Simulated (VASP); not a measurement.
# Be3ZnTe4 (P-43m) in VASP: further runs, part 2 of 2

VASP 6.6.1. Earlier steps stand in the parts before.

## 3. Relaxation of cell and atoms, PBE

This run uses another cell than the first one, of 24.38 Å³/atom.

INCAR

```
SYSTEM = Be3ZnTe4
PREC = Accurate
ENCUT = 600
EDIFF = 1E-7
ISMEAR = 0
SIGMA = 0.02
LREAL = .FALSE.
LASPH = .TRUE.
NELM = 80
ALGO = Normal
ISIF = 3
LWAVE = .FALSE.
LCHARG = .FALSE.
GGA = PE
IBRION = 2
NSW = 100
EDIFFG = -0.01
```

KPOINTS

```
regular mesh
0
G
  6 6 6
  0 0 0
```

POSCAR

```
Be3ZnTe4
1.0
    5.7994868007      0.0000000000      0.0000000000
    0.0000000000      5.7994868007      0.0000000000
    0.0000000000      0.0000000000      5.7994868007
Be Zn Te
3 1 4
Direct
    0.0000000000      0.5000000000      0.0000000000
    0.0000000000      0.0000000000      0.5000000000
    0.5000000000      0.0000000000      0.0000000000
    0.5000000000      0.5000000000      0.5000000000
    0.2393183638      0.7606816362      0.7606816362
    0.2393183638      0.2393183638      0.2393183638
    0.7606816362      0.7606816362      0.2393183638
    0.7606816362      0.2393183638      0.7606816362
```

Potentials or basis: VASP PAW PBE potentials, release 64 (Be, Zn, Te).

Started as:

```
cat potpaw_PBE.64/Be/POTCAR potpaw_PBE.64/Zn/POTCAR potpaw_PBE.64/Te/POTCAR > POTCAR
mpirun -np 1 vasp_std > vasp.out
```

OUTCAR:

```text
SYSTEM = Be3ZnTe4
   PREC = Accurate
   ENCUT = 600
   EDIFF = 1E-7
   ISMEAR = 0
   LREAL = .FALSE.
   LASPH = .TRUE.
   NELM = 80
   ISIF = 3
   GGA = PE
   IBRION = 2
   NSW = 100
   EDIFFG = -0.01

 ion  position               nearest neighbor table
   1  0.000  0.500  0.000-   5 2.48   6 2.48   7 2.48   8 2.48
   2  0.000  0.000  0.500-   5 2.48   6 2.48   7 2.48   8 2.48
   3  0.500  0.000  0.000-   5 2.48   6 2.48   7 2.48   8 2.48
   4  0.500  0.500  0.500-   5 2.62   6 2.62   7 2.62   8 2.62
   5  0.239  0.761  0.761-   1 2.48   2 2.48   3 2.48   4 2.62
   6  0.239  0.239  0.239-   1 2.48   2 2.48   3 2.48   4 2.62
   7  0.761  0.761  0.239-   1 2.48   2 2.48   3 2.48   4 2.62
   8  0.761  0.239  0.761-   1 2.48   2 2.48   3 2.48   4 2.62

  LATTYP: Found a simple cubic cell.
 ALAT       =     5.7994868007

  Lattice vectors:

 A1 = (   5.7994868007,   0.0000000000,   0.0000000000)
 A2 = (   0.0000000000,   5.7994868007,   0.0000000000)
 A3 = (   0.0000000000,   0.0000000000,   5.7994868007)

Analysis of symmetry for initial positions (statically):
=====================================================================
 Subroutine PRICEL returns:
 Original cell was already a primitive cell.

 Routine SETGRP: Setting up the symmetry group for a
 simple cubic supercell.

 Subroutine GETGRP returns: Found 24 space group operations
 (whereof 24 operations were pure point group operations)
 out of a pool of 48 trial point group operations.

The static configuration has the point symmetry T_d .

Analysis of symmetry for dynamics (positions and initial velocities):
=====================================================================
 Subroutine PRICEL returns:
 Original cell was already a primitive cell.

 Routine SETGRP: Setting up the symmetry group for a
 simple cubic supercell.

 Subroutine GETGRP returns: Found 24 space group operations
 (whereof 24 operations were pure point group operations)
 out of a pool of 48 trial point group operations.

The dynamic configuration has the point symmetry T_d .

 Subroutine INISYM returns: Found 24 space group operations
 (whereof 24 operations are pure point group operations),
 and found     1 'primitive' translations

----------------------------------------------------------------------------------------

                                     Primitive cell

  volume of cell :     195.0602

  direct lattice vectors                    reciprocal lattice vectors
     5.799486801  0.000000000  0.000000000     0.172429050  0.000000000  0.000000000
     0.000000000  5.799486801  0.000000000     0.000000000  0.172429050  0.000000000
     0.000000000  0.000000000  5.799486801     0.000000000  0.000000000  0.172429050

  length of vectors
     5.799486801  5.799486801  5.799486801     0.172429050  0.172429050  0.172429050

  position of ions in fractional coordinates (direct lattice)
     0.000000000  0.500000000  0.000000000
[... 44 lines left out ...]

 Following reciprocal coordinates:
            Coordinates               Weight
  0.000000  0.000000  0.000000      1.000000
  0.166667  0.000000  0.000000      6.000000
  0.333333  0.000000  0.000000      6.000000
  0.500000  0.000000  0.000000      3.000000
  0.166667  0.166667  0.000000     12.000000
  0.333333  0.166667  0.000000     24.000000
[... 12 lines left out ...]
  0.500000  0.500000  0.333333      6.000000
  0.500000  0.500000  0.500000      1.000000
   k-points           NKPTS =     20   k-points in BZ     NKDIM =     20   number of bands    NBANDS=     26
   number of dos      NEDOS =    301   number of ions     NIONS =      8
   total plane-waves  NPLWV = 110592
   dimension x,y,z NGX =    48 NGY =   48 NGZ =   48
   dimension x,y,z NGXF=    96 NGYF=   96 NGZF=   96
   ions per type =               3   1   4
   NGX,Y,Z   is equivalent  to a cutoff of  13.76, 13.76, 13.76 a.u.
   NGXF,Y,Z  is equivalent  to a cutoff of  27.52, 27.52, 27.52 a.u.
 SYSTEM =  Be3ZnTe4
   PREC   = accura    normal or accurate (medium, high low for compatibility)
   ISTART =      0    job   : 0-new  1-cont  2-samecut
   ICHARG =      2    charge: 1-file 2-atom 10-const
   ISPIN  =      1    spin polarized calculation?
   LNONCOLLINEAR =      F non collinear calculations
   LSORBIT =      F    spin-orbit coupling
   LASPH  =      T    aspherical Exc in radial PAW
   ENCUT  =  600.0 eV  44.10 Ry    6.64 a.u.  11.58 11.58 11.58*2*pi/ulx,y,z
   NELM   =     80;   NELMIN=  2; NELMDL= -5     # of ELM steps
   EDIFF  = 0.1E-06   stopping-criterion for ELM
   LREAL  =      F    real-space projection
   EDIFFG = -.1E-01   stopping-criterion for IOM
   NSW    =    100    number of steps for IOM
   IBRION =      2    ionic relax: 0-MD 1-quasi-New 2-CG
   NFREE  =      1    steps in history (QN), initial steepest desc. (CG)
   ISIF   =      3    stress and relaxation
   ISYM   =      2    0-nonsym 1-usesym 2-fastsym
   POTIM  = 0.5000    time-step for ionic-motion
   TEBEG  =    0.0;   TEEND  =   0.0 temperature during run
   PSTRESS=    0.0 pullay stress
   NELECT =      42.0000    total number of electrons
   NUPDOWN=      -1.0000    fix difference up-down
   EMIN   =  10.00;   EMAX   =-10.00  energy-range for DOS
   EFERMI =   0.00;   METHOD = LEGACY
   ISMEAR =     0;   SIGMA  =   0.02  broadening in eV -4-tet -1-fermi 0-gaus
   EFERMI_NEDOS =   21; number of points for ismear=-14 and -15
   IALGO  =     38    algorithm
   IMIX   =      4    mixing-type and parameters
     AMIX     =   0.40;   BMIX     =  1.00
     AMIX_MAG =   1.60;   BMIX_MAG =  1.00
  volume/ion in A,a.u.               =      24.38       164.54
  Fermi-wavevector in a.u.,A,eV,Ry     =   0.981224  1.854245 13.099709  0.962801
  Thomas-Fermi vector in A             =   2.112215
   LORBIT       =      0    0 simple, 1 ext, 2 COOP (PROOUT), +10 PAW based schemes
   GGA     = PE    functional components
   LHFCALC =     F    Hartree Fock is set to
   AEXX    =    0.0000 exact exchange contribution
   IVDW    =     0    specifies the selected vdW correction
   LEPSILON=     F    determine dielectric tensor
   LRPA    =     F    only Hartree local field effects (RPA)
 conjugate gradient relaxation of ions
 non-spin polarized calculation
 Gauss-broadening in eV      SIGMA  =   0.02
  energy-cutoff  :      600.00
  volume of cell :      195.06
 maximum number of plane-waves:      6619
 NGX is ok and might be reduce to    48
   NGX = 23   NGY = 23   NGZ = 23

 number of electron      41.9999994 magnetization

 Free energy of the ion-electron system (eV)
  ---------------------------------------------------
  ext. energy  EPLUGINS =         0.00000000
  ---------------------------------------------------
  free energy    TOTEN  =       -27.90022712 eV

  energy without entropy =      -27.90022712  energy(sigma->0) =      -27.90022712

 E-fermi :   4.4101     XC(G=0):  -8.9429

 val. band max:        4.3223964353   @ k =   0.0000   0.0000   0.0000
 cond. band min:       6.1932669037   @ k =   0.0000   0.0000   0.0000
 fundamental gap:      1.8708704684
 Fermi energy:         4.4100726038

 k-point     1 :       0.0000    0.0000    0.0000
  band No.  band energies     occupation
      1      -7.7022      2.00000
      2      -6.1229      2.00000
      3      -6.1229      2.00000
      4      -6.1229      2.00000
      5      -2.3637      2.00000
      6      -2.3637      2.00000
[... 569 lines left out ...]
     25       7.0713      0.00000
     26       8.6900      0.00000

------------------------ aborting loop because EDIFF is reached ----------------------------------------

  FORCE on cell =-STRESS in cart. coord.  units (eV):
  Direction    XX          YY          ZZ          XY          YZ          ZX
  --------------------------------------------------------------------------------------
  -------------------------------------------------------------------------------------
  Total        0.0072681      0.0072681      0.0072681      0.0000000     -0.0000000      0.0000000
  in kB        0.0596986      0.0596986      0.0596986      0.0000000     -0.0000000      0.0000000
  external PRESSURE =       0.0596986 kB  Pullay stress =       0.0000000 kB

 VOLUME and BASIS-vectors are now :
 -----------------------------------------------------------------------------
  energy-cutoff  :      600.00
  volume of cell :      195.06
      direct lattice vectors                 reciprocal lattice vectors
     5.799486801  0.000000000  0.000000000     0.172429050  0.000000000  0.000000000
     0.000000000  5.799486801  0.000000000     0.000000000  0.172429050  0.000000000
     0.000000000  0.000000000  5.799486801     0.000000000  0.000000000  0.172429050

 POSITION                                       TOTAL-FORCE (eV/Angst)
 -----------------------------------------------------------------------------------
      0.00000      2.89974      0.00000         0.000000      0.000000      0.000000
      0.00000      0.00000      2.89974        -0.000000     -0.000000      0.000000
      2.89974      0.00000      0.00000         0.000000      0.000000      0.000000
      2.89974      2.89974      2.89974        -0.000000     -0.000000      0.000000
      1.38792      4.41156      4.41156        -0.000275      0.000275      0.000275
      1.38792      1.38792      1.38792        -0.000275     -0.000275     -0.000275
      4.41156      4.41156      1.38792         0.000275      0.000275     -0.000275
      4.41156      1.38792      4.41156         0.000275     -0.000275      0.000275
 -----------------------------------------------------------------------------------
    total drift:                                0.000000      0.000000     -0.000000

  FREE ENERGIE OF THE ION-ELECTRON SYSTEM (eV)
  ---------------------------------------------------
  free  energy   TOTEN  =       -27.9002271224 eV

  energy  without entropy=      -27.9002271224  energy(sigma->0) =      -27.90022712

 reached required accuracy - stopping structural energy minimisation
```

Wall time 4.1 min (1 thread of Intel Xeon 8259CL, shared host); peak memory 0.4 GiB.

Results:

| Quantity | Value |
| --- | --- |
| Free energy | -27.9002 eV |
| Pressure after relaxing | 0.0 GPa |
| Band gap on the k mesh | 1.87 eV |

Final structure:
```
CELL_PARAMETERS angstrom
5.79949 0.00000 0.00000
0.00000 5.79949 0.00000
0.00000 0.00000 5.79949
ATOMIC_POSITIONS crystal
Be 0.00000 0.50000 0.00000
Be 0.00000 0.00000 0.50000
Be 0.50000 0.00000 0.00000
Zn 0.50000 0.50000 0.50000
Te 0.23932 0.76068 0.76068
Te 0.23932 0.23932 0.23932
Te 0.76068 0.76068 0.23932
Te 0.76068 0.23932 0.76068
```

Caveat: the relaxation stopped at its first step, so nothing moved; spin-orbit coupling is left out, which moves the levels of the heavy elements. A k mesh can miss the band edges.
